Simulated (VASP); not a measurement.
# Si (P6_3/mmc) in VASP: relaxation of cell and atoms with r2SCAN

Aim: the relaxation of cell and atoms of Si with r2SCAN.

Everything below comes from runs of VASP 6.6.1. Logs are shortened: lines on timing, memory, paths and dates and some standing lists are left out, and cuts for length are marked.

### 1 The cell of the first run

The structure is hexagonal, space group P6_3/mmc (No. 194). Conventional cell: a = 2.668 Å, b = 2.668 Å, c = 4.442 Å, α = 90.00°, β = 90.00°, γ = 120.00°. Within 3.5 Å of Si (site symmetry -6m2) lie 12 Si at 2.67 to 2.70 Å.

This isn't the form of Si at room conditions, which is diamond.

### 2 Relaxation of cell and atoms, r2SCAN

File POSCAR:

```
Si
1.0
    2.6682990163      0.0000000000      0.0000000000
   -1.3341495081      2.3108147330      0.0000000000
    0.0000000000      0.0000000000      4.4418837316
Si
2
Direct
    0.3333333333      0.6666666667      0.2500000000
    0.6666666667      0.3333333333      0.7500000000
```

File INCAR.step1:

```
SYSTEM = Si
PREC = Accurate ; ENCUT = 600
ISMEAR = 0 ; SIGMA = 0.1
LREAL = .FALSE. ; LASPH = .TRUE.
NELM = 80 ; GGA = PE
ALGO = Normal ; EDIFF = 1E-4
LWAVE = .TRUE. ; LCHARG = .FALSE.
```

File INCAR.step2:

```
SYSTEM = Si
PREC = Accurate ; ENCUT = 600
EDIFF = 1E-7 ; ISMEAR = 0
SIGMA = 0.1 ; LREAL = .FALSE.
LASPH = .TRUE. ; NELM = 80
ALGO = Normal ; ISIF = 3
LWAVE = .FALSE. ; LCHARG = .FALSE.
METAGGA = R2SCAN ; LMIXTAU = .TRUE.
IBRION = 2 ; NSW = 100
EDIFFG = -0.01 ; ISTART = 1
```

File KPOINTS:

```
Automatic mesh
0
G
  24 24 12
  0 0 0
```

Potentials or basis: VASP PAW PBE potentials, release 64 (Si).

Launch:

```console
$ cat potpaw_PBE.64/Si/POTCAR > POTCAR
$ cp INCAR.step1 INCAR
$ mpirun -np 1 vasp_std > vasp.out
$ cp INCAR.step2 INCAR
$ mpirun -np 1 vasp_std > vasp.out
```

OUTCAR:

```text
SYSTEM = Si
   PREC = Accurate
   ENCUT = 600
   EDIFF = 1E-7
   ISMEAR = 0
   LREAL = .FALSE.
   LASPH = .TRUE.
   NELM = 80
   ISIF = 3
   METAGGA = R2SCAN
   IBRION = 2
   NSW = 100
   EDIFFG = -0.01
   ISTART = 1

 ion  position               nearest neighbor table
   1  0.333  0.667  0.250-   2 2.70   2 2.70   2 2.70   2 2.70   2 2.70   2 2.70
   2  0.667  0.333  0.750-   1 2.70   1 2.70   1 2.70   1 2.70   1 2.70   1 2.70

  LATTYP: Found a hexagonal cell.
 ALAT       =     2.6682990163
 C/A-ratio  =     1.6646873924

  Lattice vectors:

 A1 = (   2.6682990163,   0.0000000000,   0.0000000000)
 A2 = (  -1.3341495081,   2.3108147330,   0.0000000000)
 A3 = (   0.0000000000,   0.0000000000,   4.4418837316)

Analysis of symmetry for initial positions (statically):
=====================================================================
 Subroutine PRICEL returns:
 Original cell was already a primitive cell.

 Routine SETGRP: Setting up the symmetry group for a
 hexagonal supercell.

 Subroutine GETGRP returns: Found 24 space group operations
 (whereof 12 operations were pure point group operations)
 out of a pool of 24 trial point group operations.

The static configuration has the point symmetry D_3d.
 The point group associated with its full space group is D_6h.

Analysis of symmetry for dynamics (positions and initial velocities):
=====================================================================
 Subroutine PRICEL returns:
 Original cell was already a primitive cell.

 Routine SETGRP: Setting up the symmetry group for a
 hexagonal supercell.

 Subroutine GETGRP returns: Found 24 space group operations
 (whereof 12 operations were pure point group operations)
 out of a pool of 24 trial point group operations.

The dynamic configuration has the point symmetry D_3d.
 The point group associated with its full space group is D_6h.

 Subroutine INISYM returns: Found 24 space group operations
 (whereof 12 operations are pure point group operations),
 and found     1 'primitive' translations

----------------------------------------------------------------------------------------

                                     Primitive cell

  volume of cell :      27.3884

  direct lattice vectors                    reciprocal lattice vectors
     2.668299016  0.000000000  0.000000000     0.374770591  0.216373902  0.000000000
    -1.334149508  2.310814733  0.000000000     0.000000000  0.432747803  0.000000000
     0.000000000  0.000000000  4.441883732     0.000000000  0.000000000  0.225129711

  length of vectors
     2.668299016  2.668299016  4.441883732     0.432747803  0.432747803  0.225129711

  position of ions in fractional coordinates (direct lattice)
     0.333333333  0.666666667  0.250000000
     0.666666667  0.333333333  0.750000000

  ion indices of the primitive-cell ions
   primitive index   ion index
                 1           1
                 2           2

----------------------------------------------------------------------------------------

 KPOINTS: Automatic mesh

Automatic generation of k-mesh.
 Grid dimensions read from file:
 generate k-points for:   24   24   12

 Generating k-lattice:

  Cartesian coordinates                     Fractional coordinates (reciprocal lattice)
     0.015615441  0.009015579  0.000000000     0.041666667  0.000000000  0.000000000
     0.000000000  0.018031158  0.000000000     0.000000000  0.041666667  0.000000000
     0.000000000  0.000000000  0.018760809     0.000000000  0.000000000  0.083333333

  Length of vectors
     0.018031158  0.018031158  0.018760809

  Shift w.r.t. Gamma in fractional coordinates (k-lattice)
     0.000000000  0.000000000  0.000000000

 Subroutine IBZKPT returns following result:
 ===========================================

 Found    427 irreducible k-points:

 Following reciprocal coordinates:
            Coordinates               Weight
  0.000000  0.000000  0.000000      1.000000
  0.041667 -0.000000  0.000000      6.000000
  0.083333 -0.000000  0.000000      6.000000
  0.125000 -0.000000  0.000000      6.000000
  0.166667 -0.000000  0.000000      6.000000
  0.208333 -0.000000  0.000000      6.000000
[... 16 lines left out ...]
  0.416667  0.041667  0.000000     12.000000
  0.458333  0.041667  0.000000     12.000000
 [... further k-points ...]
   k-points           NKPTS =    427   k-points in BZ     NKDIM =    427   number of bands    NBANDS=      8
   number of dos      NEDOS =    301   number of ions     NIONS =      2
   total plane-waves  NPLWV =  20736
   dimension x,y,z NGX =    24 NGY =   24 NGZ =   36
   dimension x,y,z NGXF=    48 NGYF=   48 NGZF=   72
   ions per type =               2
   NGX,Y,Z   is equivalent  to a cutoff of  14.95, 14.95, 13.47 a.u.
   NGXF,Y,Z  is equivalent  to a cutoff of  29.91, 29.91, 26.95 a.u.
 SYSTEM =  Si
   PREC   = accura    normal or accurate (medium, high low for compatibility)
   ISTART =      1    job   : 0-new  1-cont  2-samecut
   ICHARG =      0    charge: 1-file 2-atom 10-const
   ISPIN  =      1    spin polarized calculation?
   LNONCOLLINEAR =      F non collinear calculations
   LSORBIT =      F    spin-orbit coupling
   LASPH  =      T    aspherical Exc in radial PAW
   ENCUT  =  600.0 eV  44.10 Ry    6.64 a.u.   5.33  5.33  8.87*2*pi/ulx,y,z
   NELM   =     80;   NELMIN=  2; NELMDL=  0     # of ELM steps
   EDIFF  = 0.1E-06   stopping-criterion for ELM
   LREAL  =      F    real-space projection
   EDIFFG = -.1E-01   stopping-criterion for IOM
   NSW    =    100    number of steps for IOM
   IBRION =      2    ionic relax: 0-MD 1-quasi-New 2-CG
   NFREE  =      1    steps in history (QN), initial steepest desc. (CG)
   ISIF   =      3    stress and relaxation
   ISYM   =      2    0-nonsym 1-usesym 2-fastsym
   POTIM  = 0.5000    time-step for ionic-motion
   TEBEG  =    0.0;   TEEND  =   0.0 temperature during run
   PSTRESS=    0.0 pullay stress
   NELECT =       8.0000    total number of electrons
   NUPDOWN=      -1.0000    fix difference up-down
   EMIN   =  10.00;   EMAX   =-10.00  energy-range for DOS
   EFERMI =   0.00;   METHOD = LEGACY
   ISMEAR =     0;   SIGMA  =   0.10  broadening in eV -4-tet -1-fermi 0-gaus
   EFERMI_NEDOS =   21; number of points for ismear=-14 and -15
   IALGO  =     38    algorithm
   IMIX   =      4    mixing-type and parameters
     AMIX     =   0.40;   BMIX     =  1.00
     AMIX_MAG =   1.60;   BMIX_MAG =  1.00
  volume/ion in A,a.u.               =      13.69        92.41
  Fermi-wavevector in a.u.,A,eV,Ry     =   1.086215  2.052649 16.053018  1.179864
  Thomas-Fermi vector in A             =   2.222347
   LORBIT       =      0    0 simple, 1 ext, 2 COOP (PROOUT), +10 PAW based schemes
   METAGGA = R2SCAN    functional components
   LHFCALC =     F    Hartree Fock is set to
   AEXX    =    0.0000 exact exchange contribution
   IVDW    =     0    specifies the selected vdW correction
   LEPSILON=     F    determine dielectric tensor
   LRPA    =     F    only Hartree local field effects (RPA)
 conjugate gradient relaxation of ions
 non-spin polarized calculation
 Gauss-broadening in eV      SIGMA  =   0.10
  energy-cutoff  :      600.00
  volume of cell :       27.39
 maximum number of plane-waves:       930
 NGX is ok and might be reduce to    24
   NGX = 11   NGY = 11   NGZ = 17

--------------------------------------- Ionic step        1  -------------------------------------------

 number of electron       8.0000000 magnetization

 Free energy of the ion-electron system (eV)
  ---------------------------------------------------
  ext. energy  EPLUGINS =         0.00000000
  ---------------------------------------------------
  free energy    TOTEN  =       -16.13646201 eV

  energy without entropy =      -16.13247388  energy(sigma->0) =      -16.13446795

------------------------ aborting loop because EDIFF is reached ----------------------------------------

  FORCE on cell =-STRESS in cart. coord.  units (eV):
  Direction    XX          YY          ZZ          XY          YZ          ZX
  --------------------------------------------------------------------------------------
  -------------------------------------------------------------------------------------
  Total       -0.1656132     -0.1656132      0.3443057     -0.0000000      0.0000000      0.0000000
  in kB       -9.6881024     -9.6881024     20.1413254     -0.0000000      0.0000000      0.0000000
  external PRESSURE =       0.2550402 kB  Pullay stress =       0.0000000 kB
[... 201 lines left out ...]
  energy  without entropy=      -16.1390599967  energy(sigma->0) =      -16.14079781

--------------------------------------- Ionic step        7  -------------------------------------------

 number of electron       8.0000001 magnetization

 Free energy of the ion-electron system (eV)
  ---------------------------------------------------
  ext. energy  EPLUGINS =         0.00000000
  ---------------------------------------------------
  free energy    TOTEN  =       -16.14255648 eV

  energy without entropy =      -16.13909027  energy(sigma->0) =      -16.14082338

 E-fermi :  10.9368     XC(G=0): -12.1965

 val. band max:       10.9368175257   @ k =   0.2083   0.1667   0.3333
 cond. band min:      10.9415658718   @ k =   0.3333   0.1250   0.1667
 fundamental gap:      0.0047483461
 Fermi energy:        10.9368406894

 k-point     1 :       0.0000    0.0000    0.0000
  band No.  band energies     occupation
      1      -4.9719      2.00000
      2       1.9860      2.00000
      3       2.8543      2.00000
      4      21.0145      0.00000
      5      21.0145      0.00000
      6      22.1577      0.00000
      7      22.2628      0.00000
      8      22.3322      0.00000
[... 243 lines left out ...]
 k-point    24 :       0.4583    0.0417    0.0000
  band No.  band energies     occupation
      1       1.6814      2.00000
      2       2.9615      2.00000
      3       8.4595      2.00000
      4       8.9323      2.00000
      5       9.7810      2.00000
      6      10.9674      0.66540
      7      14.3311      0.00000
      8      18.3859      0.00000

 [... further k-points ...]

------------------------ aborting loop because EDIFF is reached ----------------------------------------

  FORCE on cell =-STRESS in cart. coord.  units (eV):
  Direction    XX          YY          ZZ          XY          YZ          ZX
  --------------------------------------------------------------------------------------
  -------------------------------------------------------------------------------------
  Total       -0.0164999     -0.0164999     -0.0044957     -0.0000000      0.0000000      0.0000000
  in kB       -0.9623570     -0.9623570     -0.2622118     -0.0000000      0.0000000      0.0000000
  external PRESSURE =      -0.7289753 kB  Pullay stress =       0.0000000 kB
[... 17 lines left out ...]
  FREE ENERGIE OF THE ION-ELECTRON SYSTEM (eV)
  ---------------------------------------------------
  free  energy   TOTEN  =       -16.1425564778 eV

  energy  without entropy=      -16.1390902745  energy(sigma->0) =      -16.14082338

 reached required accuracy - stopping structural energy minimisation
```

It took 30 min on 1 thread of Intel Xeon 8259CL, shared host; peak memory 0.23 GiB.

What came out:

- Free energy: -16.1426 eV
- Relaxed volume: 13.73 Å³/atom
- Relaxed cell: a = 2.644 Å, b = 2.644 Å, c = 4.536 Å, α = 90.00°, β = 90.00°, γ = 120.00°
- Space group after relaxing (to 0.1 Å): P6_3/mmc (No. 194)
- Energy gained by relaxing: 3.0 meV/atom
- Ionic steps: 7
- Pressure after relaxing: -0.1 GPa
- Band gap on the k mesh: zero (bands 4 and 5 overlap by 14.17 eV)

The path:
```csv
step,energy change (eV),largest force (eV/Å),pressure (GPa),volume (Å³)
1,0.0000,0.0000,0.03,27.39
2,-0.0037,0.0000,0.04,27.40
3,-0.0024,0.0000,0.34,27.40
4,-0.0060,0.0000,0.15,27.40
5,-0.0061,0.0000,0.16,27.40
6,-0.0061,0.0000,0.16,27.40
7,-0.0061,0.0000,-0.07,27.47
```

Final structure:
```
Si
1.0
     2.64433    0.00000    0.00000
    -1.32217    2.29006    0.00000
     0.00000    0.00000    4.53621
Si
2
Direct
  0.33333 0.66667 0.25000
  0.66667 0.33333 0.75000
```

Caveat: the PAW data sets were made with another functional, which shifts forces and pressure a little.
